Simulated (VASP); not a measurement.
Write the native input for VASP 6.6.1 that does the following.

- Task: single point
- Functional: PBE
- Potentials or basis: VASP PAW PBE potentials, release 64 (Ba_sv, Ti_sv, O)
- Cutoff: 520 eV
- k mesh: 7 × 6 × 7
- Occupations: fermi-dirac, width 0.05 eV
- Spin: no spin polarisation
- Dipole correction: no
- Further INCAR settings: ALGO = Normal; EDIFF = 1e-07; NBANDS = 28

The structure of BaTiO3 lies in POSCAR:

```
BaTiO3
1.0
    3.7288979900     -0.4219254500      0.0223674800
   -0.2844733300      3.2754742700      3.1100811900
    0.3164270400     -2.7537071700      2.5899183700
Ba Ti O
1 1 3
Direct
    0.0036372600      0.9972694200      0.9985015400
    0.5002452300      0.5116078500      0.5101821300
    0.9983542100      0.4928168200      0.4950359800
    0.4999067000      0.5015397800      0.9945381500
    0.4978566000      0.9929861300      0.4979621900
```

These files were run (other wordings do the same):

INCAR

```
SYSTEM = BaTiO3
PREC = Accurate
ENCUT = 520
EDIFF = 1E-7
ISMEAR = -1
SIGMA = 0.05
LREAL = .FALSE.
LASPH = .TRUE.
NELM = 60
ALGO = Normal
ISIF = 2
LWAVE = .FALSE.
LCHARG = .TRUE.
GGA = PE
LELF = .TRUE.
LVHAR = .TRUE.
NBANDS = 28
```

KPOINTS

```
Automatic mesh
0
G
  7 6 7
  0 0 0
```

Potentials or basis: VASP PAW PBE potentials, release 64 (Ba_sv, Ti_sv, O).

The run is started by

```console
$ cat potpaw_PBE.64/Ba_sv/POTCAR potpaw_PBE.64/Ti_sv/POTCAR potpaw_PBE.64/O/POTCAR > POTCAR
$ mpirun -np 1 vasp_std > vasp.out
```

Results of the run:

```json
{"Pressure": "20.0 GPa", "Largest force": "0.747 eV/Å", "Band gap on the k mesh": "0.53 eV (least direct gap 0.64 eV)"}
```

Caveat: the stress differs along the axes, from 8 to 33 GPa; spin-orbit coupling is left out, which moves the levels of the heavy elements.

It took 8.2 min on 1 thread of Intel Xeon 8259CL, with other jobs on the host, peak memory 0.37 GiB.
